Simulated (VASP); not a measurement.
# Cs (Fm-3m) in VASP: single point with LDA

Aim: the single point of Cs with LDA.

Everything below comes from runs of VASP 6.6.1. Logs are shortened: lines on timing, memory, paths and dates and some standing lists are left out, and cuts for length are marked.

## Step 1: The cell of the first run

The structure is cubic, space group Fm-3m (No. 225). The conventional cell has a = 8.052 Å, b = 8.052 Å, c = 8.052 Å, α = 90.00°, β = 90.00°, γ = 90.00°.

This isn't the form of Cs at room conditions, which is bcc.

## Step 2: Single point, LDA (130.49 Å³/atom)

INCAR reads:

```
SYSTEM = Cs
PREC = Accurate
ENCUT = 520
EDIFF = 1E-6
ISMEAR = -1
SIGMA = 0.08
LREAL = .FALSE.
LASPH = .TRUE.
NELM = 60
ALGO = Normal
ISIF = 2
LWAVE = .FALSE.
LCHARG = .FALSE.
NBANDS = 10
```

KPOINTS reads:

```
Automatic mesh
0
G
  8 8 8
  0 0 0
```

POSCAR reads:

```
Cs
1.0
    0.0000000000      4.0257737477      4.0257737477
    4.0257737477      0.0000000000      4.0257737477
    4.0257737477      4.0257737477      0.0000000000
Cs
1
Direct
    0.0000000000      0.0000000000      0.0000000000
```

Potentials or basis: VASP PAW LDA potentials, release 64 (Cs_sv).

Launch:

```console
$ cat potpaw_LDA.64/Cs_sv/POTCAR > POTCAR
$ mpirun -np 1 vasp_std > vasp.out
```

OUTCAR:

```text
SYSTEM = Cs
   PREC = Accurate
   ENCUT = 520
   EDIFF = 1E-6
   ISMEAR = -1
   LREAL = .FALSE.
   LASPH = .TRUE.
   NELM = 60
   ISIF = 2

 ion  position               nearest neighbor table
   1  0.000  0.000  0.000-

  LATTYP: Found a face centered cubic cell.
 ALAT       =     8.0515474954

  Lattice vectors:

 A1 = (   0.0000000000,   4.0257737477,   4.0257737477)
 A2 = (   4.0257737477,   0.0000000000,   4.0257737477)
 A3 = (   4.0257737477,   4.0257737477,   0.0000000000)

Analysis of symmetry for initial positions (statically):
=====================================================================
 Subroutine PRICEL returns:
 Original cell was already a primitive cell.

 Routine SETGRP: Setting up the symmetry group for a
 face centered cubic supercell.

 Subroutine GETGRP returns: Found 48 space group operations
 (whereof 48 operations were pure point group operations)
 out of a pool of 48 trial point group operations.

The static configuration has the point symmetry O_h .

Analysis of symmetry for dynamics (positions and initial velocities):
=====================================================================
 Subroutine PRICEL returns:
 Original cell was already a primitive cell.

 Routine SETGRP: Setting up the symmetry group for a
 face centered cubic supercell.

 Subroutine GETGRP returns: Found 48 space group operations
 (whereof 48 operations were pure point group operations)
 out of a pool of 48 trial point group operations.

The dynamic configuration has the point symmetry O_h .

 Subroutine INISYM returns: Found 48 space group operations
 (whereof 48 operations are pure point group operations),
 and found     1 'primitive' translations

----------------------------------------------------------------------------------------

                                     Primitive cell

  volume of cell :     130.4903

  direct lattice vectors                    reciprocal lattice vectors
     0.000000000  4.025773748  4.025773748    -0.124199727  0.124199727  0.124199727
     4.025773748  0.000000000  4.025773748     0.124199727 -0.124199727  0.124199727
     4.025773748  4.025773748  0.000000000     0.124199727  0.124199727 -0.124199727

  length of vectors
     5.693303833  5.693303833  5.693303833     0.215120237  0.215120237  0.215120237

  position of ions in fractional coordinates (direct lattice)
     0.000000000  0.000000000  0.000000000

  ion indices of the primitive-cell ions
   primitive index   ion index
                 1           1
[... 76 lines left out ...]
   IBRION =     -1    ionic relax: 0-MD 1-quasi-New 2-CG
   NFREE  =      0    steps in history (QN), initial steepest desc. (CG)
   ISIF   =      2    stress and relaxation
   ISYM   =      2    0-nonsym 1-usesym 2-fastsym
   POTIM  = 0.5000    time-step for ionic-motion
   TEBEG  =    0.0;   TEEND  =   0.0 temperature during run
   PSTRESS=    0.0 pullay stress
   NELECT =       9.0000    total number of electrons
   NUPDOWN=      -1.0000    fix difference up-down
   EMIN   =  10.00;   EMAX   =-10.00  energy-range for DOS
   EFERMI =   0.00;   METHOD = LEGACY
   ISMEAR =    -1;   SIGMA  =   0.08  broadening in eV -4-tet -1-fermi 0-gaus
   EFERMI_NEDOS =   21; number of points for ismear=-14 and -15
   IALGO  =     38    algorithm
   IMIX   =      4    mixing-type and parameters
     AMIX     =   0.40;   BMIX     =  1.00
     AMIX_MAG =   1.60;   BMIX_MAG =  1.00
  volume/ion in A,a.u.               =     130.49       880.59
  Fermi-wavevector in a.u.,A,eV,Ry     =   0.671372  1.268708  6.132688  0.450740
  Thomas-Fermi vector in A             =   1.747171
   LORBIT       =      0    0 simple, 1 ext, 2 COOP (PROOUT), +10 PAW based schemes
   GGA     = CA    functional components
   LHFCALC =     F    Hartree Fock is set to
   AEXX    =    0.0000 exact exchange contribution
   IVDW    =     0    specifies the selected vdW correction
   LEPSILON=     F    determine dielectric tensor
   LRPA    =     F    only Hartree local field effects (RPA)
 non-spin polarized calculation
  energy-cutoff  :      520.00
  volume of cell :      130.49
 maximum number of plane-waves:      3539
   NGX = 21   NGY = 21   NGZ = 21

 number of electron       8.9999999 magnetization

 Free energy of the ion-electron system (eV)
  ---------------------------------------------------
  ext. energy  EPLUGINS =         0.00000000
  ---------------------------------------------------
  free energy    TOTEN  =        -0.94589626 eV

  energy without entropy =       -0.91698214  energy(sigma->0) =       -0.93143920

 E-fermi :  -0.0184     XC(G=0):  -5.2273

 val. band max:       -0.0300039463   @ k =   0.5000   0.0000   0.0000
 cond. band min:       0.0402262151   @ k =   0.5000   0.1250   0.0000
 fundamental gap:      0.0702301614
 Fermi energy:        -0.0183827899

 k-point     1 :       0.0000    0.0000    0.0000
  band No.  band energies     occupation
      1     -23.9055      2.00000
      2     -10.6569      2.00000
      3     -10.6569      2.00000
      4     -10.6569      2.00000
      5      -1.5567      2.00000
      6       2.3116      0.00000
      7       2.3116      0.00000
      8       2.3116      0.00000
      9       3.2576      0.00000
     10       3.2576      0.00000
[... 287 lines left out ...]
 k-point    24 :      -0.3750    0.2500    0.1250
  band No.  band energies     occupation
      1     -23.9017      2.00000
      2     -10.7338      2.00000
      3     -10.6926      2.00000
      4     -10.6769      2.00000
      5       0.3817      0.01338
      6       0.7455      0.00014
      7       1.6325      0.00000
      8       2.4170      0.00000
      9       3.2469      0.00000
     10       3.9807      0.00000

 [... further k-points ...]

------------------------ aborting loop because EDIFF is reached ----------------------------------------

  FORCE on cell =-STRESS in cart. coord.  units (eV):
  Direction    XX          YY          ZZ          XY          YZ          ZX
  --------------------------------------------------------------------------------------
  -------------------------------------------------------------------------------------
  Total       -0.3650006     -0.3650006     -0.3650006      0.0000000      0.0000000     -0.0000000
  in kB       -4.4815274     -4.4815274     -4.4815274      0.0000000      0.0000000     -0.0000000
  external PRESSURE =      -4.4815274 kB  Pullay stress =       0.0000000 kB

 VOLUME and BASIS-vectors are now :
 -----------------------------------------------------------------------------
  energy-cutoff  :      520.00
  volume of cell :      130.49
      direct lattice vectors                 reciprocal lattice vectors
     0.000000000  4.025773748  4.025773748    -0.124199727  0.124199727  0.124199727
     4.025773748  0.000000000  4.025773748     0.124199727 -0.124199727  0.124199727
     4.025773748  4.025773748  0.000000000     0.124199727  0.124199727 -0.124199727

 POSITION                                       TOTAL-FORCE (eV/Angst)
 -----------------------------------------------------------------------------------
      0.00000      0.00000      0.00000         0.000000     -0.000000      0.000000
 -----------------------------------------------------------------------------------
    total drift:                               -0.000000     -0.000000     -0.000000

  FREE ENERGIE OF THE ION-ELECTRON SYSTEM (eV)
  ---------------------------------------------------
  free  energy   TOTEN  =        -0.9458962637 eV

  energy  without entropy=       -0.9169821371  energy(sigma->0) =       -0.93143920
```

OSZICAR:

```text
N       E                     dE             d eps       ncg     rms          rms(c)
DAV:   1     0.511777946476E+02    0.51178E+02   -0.28861E+03   580   0.623E+02
DAV:   2     0.458320638010E+01   -0.46595E+02   -0.45642E+02   726   0.106E+02
DAV:   3    -0.858757024725E+00   -0.54420E+01   -0.54360E+01   660   0.415E+01
DAV:   4    -0.945067324389E+00   -0.86310E-01   -0.86299E-01   772   0.626E+00
DAV:   5    -0.945528963025E+00   -0.46164E-03   -0.46163E-03   820   0.391E-01    0.122E-01
DAV:   6    -0.945517722642E+00    0.11240E-04   -0.98110E-04   738   0.139E-01    0.832E-02
DAV:   7    -0.945865692416E+00   -0.34797E-03   -0.23457E-03   788   0.214E-01    0.314E-02
DAV:   8    -0.945894614107E+00   -0.28922E-04   -0.73773E-05   698   0.514E-02    0.424E-03
DAV:   9    -0.945895872064E+00   -0.12580E-05   -0.14441E-06   802   0.572E-03    0.201E-03
DAV:  10    -0.945896263711E+00   -0.39165E-06   -0.55821E-07   652   0.263E-03
   1 F= -.94589626E+00 E0= -.93143920E+00  d E =-.289141E-01
```

stdout:

```text
POSCAR found type information on POSCAR Cs
 POSCAR found :  1 types and       1 ions
 scaLAPACK will be used
 LDA part: xc-table for (Slater(with rela. corr.)+CA(PZ))
 , standard interpolation
 POSCAR, INCAR and KPOINTS ok, starting setup
 FFT: planning ... GRIDC
 FFT: planning ... GRID_SOFT
 FFT: planning ... GRID
 WAVECAR not read
 entering main loop
```

Wall time 21 s (1 thread of Intel Xeon Platinum 8259CL at 2.50GHz (Skylake/Cascade Lake), shared host); peak memory 0.21 GiB.

What came out:

```
Free energy            : -0.9459 eV
Pressure               : -0.4 GPa
Band gap on the k mesh : zero (an odd number of electrons rules out a gap without spin polarisation)
```

Caveat: spin-orbit coupling is left out, which moves the levels of the heavy elements.
